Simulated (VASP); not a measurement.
Runs of VASP 6.6.1 on CdS (Hawleyite). The structure is that of space group F-43m (No. 216), or close to it. The cells are those of the table. 

| task | level | potentials or basis | cell | cutoff (eV) | gap on the mesh (eV) | pressure (GPa) | relaxed volume (Å³/atom) |
| --- | --- | --- | --- | --- | --- | --- | --- |
| single point | r2SCAN | VASP PAW PBE potentials, release 64 (Cd, S) | a = 4.212 Å, angles 60.0°, 2 atoms | 520 | 1.44 | -2.0 | - |
| relaxation of the atoms | r2SCAN | VASP PAW PBE potentials, release 64 (Cd, S) | atoms relaxed from a = 4.130 Å, angles 60.0°, 2 atoms | 520 | 1.58 | 1.6 | - |
| single point | r2SCAN | VASP PAW PBE potentials, release 64 (Cd, S) | a = 4.130 Å, angles 60.0°, 2 atoms | 520 | 1.58 | 1.5 | - |
| single point | r2SCAN | VASP PAW PBE potentials, release 64 (Cd, S) | a = 4.101 Å, angles 60.0°, 2 atoms | 520 | 1.63 | 3.0 | - |
| relaxation of cell and atoms | PBEsol | VASP PAW PBE potentials, release 64 (Cd, S) | relaxed from a = 4.125 Å, angles 60.0°, 2 atoms | 600 | (b) | 0.0 | 24.86 |
| relaxation of cell and atoms | r2SCAN | VASP PAW PBE potentials, release 64 (Cd, S) | relaxed from a = 4.125 Å, angles 60.0°, 2 atoms | 600 | 1.53 | 0.0 | 25.49 |
| relaxation of cell and atoms | PBE | VASP PAW PBE potentials, release 64 (Cd, S) | relaxed from a = 4.125 Å, angles 60.0°, 2 atoms | 600 | 1.03 | 0.0 | 26.15 |
| relaxation of the atoms | r2SCAN | VASP PAW PBE potentials, release 64 (Cd, S) | atoms relaxed from a = 4.185 Å, angles 60.0°, 2 atoms | 520 | 1.49 | -0.9 | - |
| single point | PBE | VASP PAW PBE potentials, release 64 (Cd, S) | a = 4.191 Å, angles 60.0°, 2 atoms | 520 | 1.04 | 0.3 | - |
| single point | PBEsol | VASP PAW PBE potentials, release 64 (Cd, S) | a = 4.119 Å, angles 60.0°, 2 atoms | 520 | 1.02 | 0.4 | - |
| relaxation of the atoms | r2SCAN | VASP PAW PBE potentials, release 64 (Cd, S) | atoms relaxed from a = 4.101 Å, angles 60.0°, 2 atoms | 520 | 1.63 | 3.0 | - |
| relaxation of cell and atoms | LDA | VASP PAW LDA potentials, release 64 (Cd, S) | relaxed from a = 4.125 Å, angles 60.0°, 2 atoms | 600 | 0.96 | 0.0 | (a) |

Alike in all rows: no spin polarisation; k mesh 8 × 8 × 8; smearing fermi-dirac 0.02 eV.

Q: Fill in the values left out.

A: (a) 24.02; (b) 1.00.

Caveats: the PAW data sets were made with another functional, which shifts forces and pressure a little (some runs); the relaxation stopped at its first step, so nothing moved (some runs).

A k mesh can miss the band edges, and the runs leave out spin-orbit coupling on Cd.
